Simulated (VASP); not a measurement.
# Re (Fd-3m) in VASP: notebook, part 2 of 2

VASP 6.6.1. Earlier steps stand in the parts before.

## 3. Single point, LDA

File INCAR:

```
SYSTEM = Re
PREC = Accurate ; ENCUT = 520
EDIFF = 1E-6 ; ISMEAR = -1
SIGMA = 0.1 ; LREAL = .FALSE.
LASPH = .TRUE. ; NELM = 80
ALGO = Normal ; ISIF = 2
LWAVE = .FALSE. ; LCHARG = .FALSE.
GGA = CA ; NBANDS = 14
```

File KPOINTS:

```
regular mesh
0
G
  13 13 13
  0 0 0
```

File POSCAR:

```
Re
1.0
    0.0000000000      2.8041754770      2.8041754770
    2.8041754770      0.0000000000      2.8041754770
    2.8041754770      2.8041754770      0.0000000000
Re
2
Direct
   -0.1250000000     -0.1250000000     -0.1250000000
    0.1250000000      0.1250000000      0.1250000000
```

Potentials or basis: VASP PAW LDA potentials, release 64 (Re).

Command:

```
> cat potpaw_LDA.64/Re/POTCAR > POTCAR
> mpirun -np 1 vasp_std > vasp.out
```

OUTCAR:

```text
SYSTEM = Re
   PREC = Accurate
   ENCUT = 520
   EDIFF = 1E-6
   ISMEAR = -1
   LREAL = .FALSE.
   LASPH = .TRUE.
   NELM = 80
   ISIF = 2
   GGA = CA

 ion  position               nearest neighbor table
   1  0.875  0.875  0.875-   2 2.43   2 2.43   2 2.43   2 2.43
   2  0.125  0.125  0.125-   1 2.43   1 2.43   1 2.43   1 2.43

  LATTYP: Found a face centered cubic cell.
 ALAT       =     5.6083509540

  Lattice vectors:

 A1 = (   0.0000000000,   2.8041754770,   2.8041754770)
 A2 = (   2.8041754770,   0.0000000000,   2.8041754770)
 A3 = (   2.8041754770,   2.8041754770,   0.0000000000)

Analysis of symmetry for initial positions (statically):
=====================================================================
 Subroutine PRICEL returns:
 Original cell was already a primitive cell.

 Routine SETGRP: Setting up the symmetry group for a
 face centered cubic supercell.

 Subroutine GETGRP returns: Found 48 space group operations
 (whereof 12 operations were pure point group operations)
 out of a pool of 48 trial point group operations.

The static configuration has the point symmetry D_3d.
 The point group associated with its full space group is O_h .

Analysis of symmetry for dynamics (positions and initial velocities):
=====================================================================
 Subroutine PRICEL returns:
 Original cell was already a primitive cell.

 Routine SETGRP: Setting up the symmetry group for a
 face centered cubic supercell.

 Subroutine GETGRP returns: Found 48 space group operations
 (whereof 12 operations were pure point group operations)
 out of a pool of 48 trial point group operations.

The dynamic configuration has the point symmetry D_3d.
 The point group associated with its full space group is O_h .

 Subroutine INISYM returns: Found 48 space group operations
 (whereof 12 operations are pure point group operations),
 and found     1 'primitive' translations

[... 122 lines left out ...]
   IVDW    =     0    specifies the selected vdW correction
   LEPSILON=     F    determine dielectric tensor
   LRPA    =     F    only Hartree local field effects (RPA)
 non-spin polarized calculation
  energy-cutoff  :      520.00
  volume of cell :       44.10
 maximum number of plane-waves:      1243
 NGX is ok and might be reduce to    30
   NGX = 15   NGY = 15   NGZ = 15

 number of electron      14.0000000 magnetization

 Free energy of the ion-electron system (eV)
  ---------------------------------------------------
  ext. energy  EPLUGINS =         0.00000000
  ---------------------------------------------------
  free energy    TOTEN  =       -24.04927577 eV

  energy without entropy =      -24.00338937  energy(sigma->0) =      -24.02633257

 E-fermi :   3.4873     XC(G=0): -11.2947

 val. band max:        3.4864125198   @ k =  -0.2308   0.2308   0.0000
 cond. band min:       3.5065611187   @ k =  -0.3846   0.2308   0.0769
 fundamental gap:      0.0201485989
 Fermi energy:         3.4873121341

 k-point     1 :       0.0000    0.0000    0.0000
  band No.  band energies     occupation
      1      -3.4052      2.00000
      2       0.3879      2.00000
      3       0.3879      2.00000
      4       1.2155      2.00000
      5       1.2155      2.00000
      6       1.2155      2.00000
      7       4.1239      0.00343
      8       4.1239      0.00343
      9       4.1239      0.00343
     10       7.6807      0.00000
     11       7.6807      0.00000
     12      14.7620      0.00000
     13      15.1013      0.00000
     14      16.3827      0.00000
[... 377 lines left out ...]
      1      -0.7545      2.00000
      2      -0.2028      2.00000
      3       0.5440      2.00000
      4       0.8534      2.00000
      5       1.2388      2.00000
      6       1.7394      2.00000
      7       3.0009      1.98467
      8       4.5050      0.00008
      9       5.1024      0.00000
     10       6.5561      0.00000
     11       7.3701      0.00000
     12       8.2567      0.00000
     13      12.3249      0.00000
     14      12.6006      0.00000

 [... further k-points ...]

------------------------ aborting loop because EDIFF is reached ----------------------------------------

  FORCE on cell =-STRESS in cart. coord.  units (eV):
  Direction    XX          YY          ZZ          XY          YZ          ZX
  --------------------------------------------------------------------------------------
  -------------------------------------------------------------------------------------
  Total       -1.6712789     -1.6712789     -1.6712789     -0.0000000      0.0000000      0.0000000
  in kB      -60.7175107    -60.7175107    -60.7175107     -0.0000000      0.0000000      0.0000000
  external PRESSURE =     -60.7175107 kB  Pullay stress =       0.0000000 kB

 VOLUME and BASIS-vectors are now :
 -----------------------------------------------------------------------------
  energy-cutoff  :      520.00
  volume of cell :       44.10
      direct lattice vectors                 reciprocal lattice vectors
     0.000000000  2.804175477  2.804175477    -0.178305532  0.178305532  0.178305532
     2.804175477  0.000000000  2.804175477     0.178305532 -0.178305532  0.178305532
     2.804175477  2.804175477  0.000000000     0.178305532  0.178305532 -0.178305532

 POSITION                                       TOTAL-FORCE (eV/Angst)
 -----------------------------------------------------------------------------------
      4.90731      4.90731      4.90731        -0.000000      0.000000     -0.000000
      0.70104      0.70104      0.70104         0.000000     -0.000000      0.000000
 -----------------------------------------------------------------------------------
    total drift:                               -0.000000      0.000000      0.000000

  FREE ENERGIE OF THE ION-ELECTRON SYSTEM (eV)
  ---------------------------------------------------
  free  energy   TOTEN  =       -24.0492757672 eV

  energy  without entropy=      -24.0033893665  energy(sigma->0) =      -24.02633257
```

OSZICAR:

```text
N       E                     dE             d eps       ncg     rms          rms(c)
DAV:   1     0.697912850129E+02    0.69791E+02   -0.56185E+03  2690   0.944E+02
DAV:   2    -0.175785828761E+02   -0.87370E+02   -0.72463E+02  3664   0.317E+02
DAV:   3    -0.246082610283E+02   -0.70297E+01   -0.62899E+01  4050   0.103E+02
DAV:   4    -0.247713623554E+02   -0.16310E+00   -0.16219E+00  3336   0.121E+01
DAV:   5    -0.247724845344E+02   -0.11222E-02   -0.11220E-02  3878   0.169E+00    0.307E+01
DAV:   6    -0.242477113705E+02    0.52477E+00   -0.38401E-01  4022   0.882E+00    0.145E+01
DAV:   7    -0.240589475681E+02    0.18876E+00   -0.23551E-01  4038   0.669E+00    0.912E-01
DAV:   8    -0.240491685431E+02    0.97790E-02   -0.13231E-02  3510   0.830E-01    0.684E-02
DAV:   9    -0.240492500584E+02   -0.81515E-04   -0.42010E-04  3562   0.180E-01    0.573E-02
DAV:  10    -0.240492731817E+02   -0.23123E-04   -0.13247E-05  3874   0.762E-02    0.279E-02
DAV:  11    -0.240492758372E+02   -0.26556E-05   -0.36294E-06  3438   0.261E-02    0.495E-03
DAV:  12    -0.240492757672E+02    0.70018E-07   -0.20284E-07  1734   0.824E-03
   1 F= -.24049276E+02 E0= -.24026333E+02  d E =-.458864E-01
```

It took 1.9 min on 1 thread of Intel Xeon 8259CL, shared host; peak memory 0.18 GiB.

What came out:

```yaml
Free_energy: -24.0493 eV
Pressure: -6.1 GPa
Band_gap_on_the_k_mesh: zero (bands 7 and 8 overlap by 1.12 eV)
```

Caveat: the cell stands under tension; spin-orbit coupling is left out, which moves the levels of the heavy elements.

The gap in the log of VASP goes by the Fermi energy; the results here count the filled bands.